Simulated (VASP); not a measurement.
# KNiF3 (Pm-3m) in VASP: single point with LDA+U

Aim: the single point of KNiF3 with LDA+U.

Everything below comes from runs of VASP 6.6.1. Logs are shortened: lines on timing, memory, paths and dates and some standing lists are left out, and cuts for length are marked.

### Step 1. The cell of the first run

It takes space group Pm-3m (No. 221, cubic). Conventional cell: a = 4.000 Å, b = 4.000 Å, c = 4.000 Å, α = 90.00°, β = 90.00°, γ = 90.00°. K (site symmetry m-3m) has 12 F at 2.83 Å and 8 Ni at 3.46 Å within 3.7 Å. Ni (site symmetry m-3m) has 6 F at 2.00 Å within 2.6 Å. F (site symmetry 4/mmm) has 2 Ni at 2.00 Å within 2.6 Å.

### Step 2. Single point, LDA+U, collinear spin, ferromagnetic start

INCAR reads:

```
SYSTEM = KNiF3
PREC = Accurate
ENCUT = 520
EDIFF = 1E-6
ISMEAR = 0
SIGMA = 0.05
LREAL = .False.
LASPH = .True.
NELM = 150
ALGO = Normal
ISIF = 2
LWAVE = .False.
LCHARG = .False.
ISPIN = 2
MAGMOM = 0 1.69 0.07 0.07 0.07
LORBIT = 11
NUPDOWN = 1.8
LMAXMIX = 4
LDAU = .True.
LDAUTYPE = 2
LDAUL = -1 2 -1
LDAUU = 0 2 0
LDAUJ = 0 0 0
LDAUPRINT = 1
NBANDS = 32
```

KPOINTS reads:

```
regular mesh
0
Gamma
  5 5 5
  0 0 0
```

POSCAR reads:

```
KNiF3
1.0
    4.0000000000      0.0000000000      0.0000000000
    0.0000000000      4.0000000000      0.0000000000
    0.0000000000      0.0000000000      4.0000000000
K Ni F
1 1 3
Direct
    0.0000000000      0.0000000000      0.0000000000
    0.5000000000      0.5000000000      0.5000000000
    0.5000000000      0.5000000000      0.0000000000
    0.0000000000      0.5000000000      0.5000000000
    0.5000000000      0.0000000000      0.5000000000
```

Potentials or basis: VASP PAW LDA potentials, release 64 (K_sv, Ni, F).

Run with:

```console
> cat potpaw_LDA.64/K_sv/POTCAR potpaw_LDA.64/Ni/POTCAR potpaw_LDA.64/F/POTCAR > POTCAR
> mpirun -np 1 vasp_std > vasp.out
```

OUTCAR:

```text
SYSTEM = KNiF3
   PREC = Accurate
   ENCUT = 520
   EDIFF = 1E-6
   ISMEAR = 0
   LREAL = .False.
   LASPH = .True.
   NELM = 150
   ISIF = 2
   ISPIN = 2
   LORBIT = 11
   NUPDOWN = 1.8

 ion  position               nearest neighbor table
   1  0.000  0.000  0.000-   3 2.83   4 2.83   5 2.83   4 2.83   5 2.83   3 2.83   4 2.83   4 2.83
                             3 2.83   5 2.83   5 2.83   3 2.83
   2  0.500  0.500  0.500-   3 2.00   4 2.00   5 2.00   3 2.00   5 2.00   4 2.00
   3  0.500  0.500  0.000-   2 2.00   2 2.00   1 2.83   1 2.83   1 2.83   1 2.83
   4  0.000  0.500  0.500-   2 2.00   2 2.00   1 2.83   1 2.83   1 2.83   1 2.83
   5  0.500  0.000  0.500-   2 2.00   2 2.00   1 2.83   1 2.83   1 2.83   1 2.83

  LATTYP: Found a simple cubic cell.
 ALAT       =     4.0000000000

  Lattice vectors:

 A1 = (   4.0000000000,   0.0000000000,   0.0000000000)
 A2 = (   0.0000000000,   4.0000000000,   0.0000000000)
 A3 = (   0.0000000000,   0.0000000000,   4.0000000000)

Analysis of symmetry for initial positions (statically):
=====================================================================
 Subroutine PRICEL returns:
 Original cell was already a primitive cell.

 Routine SETGRP: Setting up the symmetry group for a
 simple cubic supercell.

 Subroutine GETGRP returns: Found 48 space group operations
 (whereof 48 operations were pure point group operations)
 out of a pool of 48 trial point group operations.

The static configuration has the point symmetry O_h .

Analysis of symmetry for dynamics (positions and initial velocities):
=====================================================================
 Subroutine PRICEL returns:
 Original cell was already a primitive cell.

 Routine SETGRP: Setting up the symmetry group for a
 simple cubic supercell.

 Subroutine GETGRP returns: Found 48 space group operations
 (whereof 48 operations were pure point group operations)
 out of a pool of 48 trial point group operations.

The dynamic configuration has the point symmetry O_h .

Analysis of structural, dynamic, and magnetic symmetry:
=====================================================================
 Subroutine PRICEL returns:
 Original cell was already a primitive cell.

 Routine SETGRP: Setting up the symmetry group for a
 simple cubic supercell.

 Subroutine GETGRP returns: Found 48 space group operations
 (whereof 48 operations were pure point group operations)
 out of a pool of 48 trial point group operations.

The overall configuration has the point symmetry O_h .

 Subroutine INISYM returns: Found 48 space group operations
 (whereof 48 operations are pure point group operations),
 and found     1 'primitive' translations

----------------------------------------------------------------------------------------

                                     Primitive cell

  volume of cell :      64.0000

  direct lattice vectors                    reciprocal lattice vectors
     4.000000000  0.000000000  0.000000000     0.250000000  0.000000000  0.000000000
     0.000000000  4.000000000  0.000000000     0.000000000  0.250000000  0.000000000
     0.000000000  0.000000000  4.000000000     0.000000000  0.000000000  0.250000000

  length of vectors
     4.000000000  4.000000000  4.000000000     0.250000000  0.250000000  0.250000000

  position of ions in fractional coordinates (direct lattice)
     0.000000000  0.000000000  0.000000000
     0.500000000  0.500000000  0.500000000
     0.500000000  0.500000000  0.000000000
[... 82 lines left out ...]
   ISMEAR =     0;   SIGMA  =   0.05  broadening in eV -4-tet -1-fermi 0-gaus
   EFERMI_NEDOS =   21; number of points for ismear=-14 and -15
   IALGO  =     38    algorithm
   IMIX   =      4    mixing-type and parameters
     AMIX     =   0.40;   BMIX     =  1.00
     AMIX_MAG =   1.60;   BMIX_MAG =  1.00
  volume/ion in A,a.u.               =      12.80        86.38
  Fermi-wavevector in a.u.,A,eV,Ry     =   1.399700  2.645049 26.655976  1.959159
  Thomas-Fermi vector in A             =   2.522733
   LORBIT       =     11    0 simple, 1 ext, 2 COOP (PROOUT), +10 PAW based schemes
 LDA+U is selected, type is set to LDAUTYPE =  2
   angular momentum for each species LDAUL =    -1    2   -1
   U (eV)           for each species LDAUU =   0.0  2.0  0.0
   J (eV)           for each species LDAUJ =   0.0  0.0  0.0
   GGA     = CA    functional components
   LHFCALC =     F    Hartree Fock is set to
   AEXX    =    0.0000 exact exchange contribution
   IVDW    =     0    specifies the selected vdW correction
   LEPSILON=     F    determine dielectric tensor
   LRPA    =     F    only Hartree local field effects (RPA)
 spin polarized calculation
 Gauss-broadening in eV      SIGMA  =   0.05
  energy-cutoff  :      520.00
  volume of cell :       64.00
 maximum number of plane-waves:      1749
 NGX is ok and might be reduce to    30
   NGX = 15   NGY = 15   NGZ = 15

atom =   2  type =  2  l = 2

 onsite density matrix

spin component  1

  0.9738  0.0000 -0.0000  0.0000  0.0000
  0.0000  0.9738  0.0000  0.0000  0.0000
 -0.0000  0.0000  0.9930  0.0000 -0.0000
  0.0000  0.0000  0.0000  0.9738 -0.0000
  0.0000  0.0000 -0.0000 -0.0000  0.9930

spin component  2

  0.9714  0.0000  0.0000  0.0000  0.0000
  0.0000  0.9714  0.0000  0.0000  0.0000
  0.0000  0.0000  0.2077 -0.0000 -0.0000
  0.0000  0.0000 -0.0000  0.9714  0.0000
  0.0000  0.0000 -0.0000  0.0000  0.2077

 occupancies and eigenvectors

  o =  0.2077  v =  0.0000  0.0000  0.0000  0.0000  0.0000  0.0000 -0.0000 -0.9994 -0.0000 -0.0352      0.0000  0.0000  0.0000  0.0000  0.0000  0.0000  0.0000  0.0000  0.0000  0.0000
  o =  0.2077  v =  0.0000  0.0000  0.0000  0.0000  0.0000  0.0000 -0.0000 -0.0352 -0.0000  0.9994      0.0000  0.0000  0.0000  0.0000  0.0000  0.0000  0.0000  0.0000  0.0000  0.0000
  o =  0.9714  v =  0.0000  0.0000  0.0000  0.0000  0.0000  0.0000 -0.5922  0.0000 -0.8058  0.0000      0.0000  0.0000  0.0000  0.0000  0.0000  0.0000  0.0000  0.0000  0.0000  0.0000
  o =  0.9714  v =  0.0000  0.0000  0.0000  0.0000  0.0000  0.0000  0.8058 -0.0000 -0.5922  0.0000      0.0000  0.0000  0.0000  0.0000  0.0000  0.0000  0.0000  0.0000  0.0000  0.0000
  o =  0.9714  v =  0.0000  0.0000  0.0000  0.0000  0.0000  1.0000  0.0000  0.0000  0.0000  0.0000      0.0000  0.0000  0.0000  0.0000  0.0000  0.0000  0.0000  0.0000  0.0000  0.0000
  o =  0.9738  v =  0.0000 -0.5502 -0.0000  0.8351  0.0000  0.0000  0.0000  0.0000  0.0000  0.0000      0.0000  0.0000  0.0000  0.0000  0.0000  0.0000  0.0000  0.0000  0.0000  0.0000
  o =  0.9738  v =  1.0000  0.0000  0.0000  0.0000  0.0000  0.0000  0.0000  0.0000  0.0000  0.0000      0.0000  0.0000  0.0000  0.0000  0.0000  0.0000  0.0000  0.0000  0.0000  0.0000
  o =  0.9738  v =  0.0000 -0.8351 -0.0000 -0.5502  0.0000  0.0000  0.0000  0.0000  0.0000  0.0000      0.0000  0.0000  0.0000  0.0000  0.0000  0.0000  0.0000  0.0000  0.0000  0.0000
  o =  0.9930  v =  0.0000  0.0000 -1.0000 -0.0000 -0.0020  0.0000  0.0000  0.0000  0.0000  0.0000      0.0000  0.0000  0.0000  0.0000  0.0000  0.0000  0.0000  0.0000  0.0000  0.0000
  o =  0.9930  v =  0.0000 -0.0000  0.0020  0.0000 -1.0000  0.0000  0.0000  0.0000  0.0000  0.0000      0.0000  0.0000  0.0000  0.0000  0.0000  0.0000  0.0000  0.0000  0.0000  0.0000

 number of electron      39.9999939 magnetization       1.7999955

 Free energy of the ion-electron system (eV)
  ---------------------------------------------------
  ext. energy  EPLUGINS =         0.00000000
  ---------------------------------------------------
  free energy    TOTEN  =       -24.78942646 eV

  energy without entropy =      -24.78415355  energy(sigma->0) =      -24.78679000

 E-fermi :   1.9886     XC(G=0): -10.7782

 val. band max:        1.9462628469   @ k =   0.4000   0.0000   0.0000
 cond. band min:       2.1034881145   @ k =   0.2000   0.2000   0.0000
 fundamental gap:      0.1572252676
 Fermi energy:         0.8371911595

 spin component 1

 k-point     1 :       0.0000    0.0000    0.0000
  band No.  band energies     occupation
      1     -26.4484      1.00000
      2     -21.3641      1.00000
      3     -20.7329      1.00000
      4     -20.7329      1.00000
      5     -10.1878      1.00000
      6     -10.1878      1.00000
[... 339 lines left out ...]
     31      14.0913      0.00000
     32      15.5055      0.00000
 Fermi energy:         1.9885829891

 spin component 2

 k-point     1 :       0.0000    0.0000    0.0000
  band No.  band energies     occupation
      1     -26.4483      1.00000
      2     -21.2453      1.00000
      3     -20.5676      1.00000
      4     -20.5676      1.00000
      5     -10.1873      1.00000
      6     -10.1873      1.00000
[... 339 lines left out ...]
     31      14.1293      0.00000
     32      15.6422      0.00000

------------------------ aborting loop because EDIFF is reached ----------------------------------------

  FORCE on cell =-STRESS in cart. coord.  units (eV):
  Direction    XX          YY          ZZ          XY          YZ          ZX
  --------------------------------------------------------------------------------------
  -------------------------------------------------------------------------------------
  Total       -2.5414258     -2.5414258     -2.5414258      0.0000000     -0.0000000      0.0000000
  in kB      -63.6221063    -63.6221063    -63.6221063      0.0000000     -0.0000000      0.0000000
  external PRESSURE =     -63.6221063 kB  Pullay stress =       0.0000000 kB

 VOLUME and BASIS-vectors are now :
 -----------------------------------------------------------------------------
  energy-cutoff  :      520.00
  volume of cell :       64.00
      direct lattice vectors                 reciprocal lattice vectors
     4.000000000  0.000000000  0.000000000     0.250000000  0.000000000  0.000000000
     0.000000000  4.000000000  0.000000000     0.000000000  0.250000000  0.000000000
     0.000000000  0.000000000  4.000000000     0.000000000  0.000000000  0.250000000

 POSITION                                       TOTAL-FORCE (eV/Angst)
 -----------------------------------------------------------------------------------
      0.00000      0.00000      0.00000         0.000000      0.000000      0.000000
      2.00000      2.00000      2.00000         0.000000      0.000000      0.000000
      2.00000      2.00000      0.00000         0.000000      0.000000      0.000000
      0.00000      2.00000      2.00000         0.000000      0.000000      0.000000
      2.00000      0.00000      2.00000         0.000000      0.000000      0.000000
 -----------------------------------------------------------------------------------
    total drift:                                0.000000      0.000000     -0.000000

  FREE ENERGIE OF THE ION-ELECTRON SYSTEM (eV)
  ---------------------------------------------------
  free  energy   TOTEN  =       -24.7894264623 eV

  energy  without entropy=      -24.7841535450  energy(sigma->0) =      -24.78679000

 total charge

# of ion       s       p       d       tot
------------------------------------------
    1        1.952   5.566   0.027   7.545
    2        0.299   0.394   8.212   8.905
    3        1.723   4.335   0.000   6.057
    4        1.723   4.335   0.000   6.057
    5        1.723   4.335   0.000   6.057
--------------------------------------------------
tot          7.419  18.964   8.238  34.622

 magnetization (x)

# of ion       s       p       d       tot
------------------------------------------
    1       -0.000  -0.000  -0.000  -0.001
    2        0.013   0.013   1.578   1.604
    3        0.005   0.055   0.000   0.060
    4        0.005   0.055   0.000   0.060
    5        0.005   0.055   0.000   0.060
--------------------------------------------------
tot          0.029   0.178   1.578   1.785
```

Wall time 42 s (1 thread of Intel Xeon Platinum 8259CL at 2.50GHz (Skylake/Cascade Lake), shared host); peak memory 0.17 GiB.

What came out:

```
Free energy                                           : -24.7894 eV
Pressure                                              : -6.4 GPa
Net moment                                            : 1.80 μB per cell
Site moments                                          : K -0.00; Ni +1.60; F +0.06 μB
Valence electrons inside the program's atomic spheres : K 7.54; Ni 8.90; F 6.06
```

Eigenvalues of the final occupation matrices:
```
    site  spin  trace               eigenvalues
site 2 d     1   4.91  0.97 0.97 0.97 0.99 0.99
site 2 d     2   3.33  0.21 0.21 0.97 0.97 0.97
```

Caveat: the cell stands under tension; the total moment is fixed, so each spin has its own Fermi level and the state may be an excited one; a cell with one magnetic atom can't hold antiferromagnetic order, which such compounds often take.
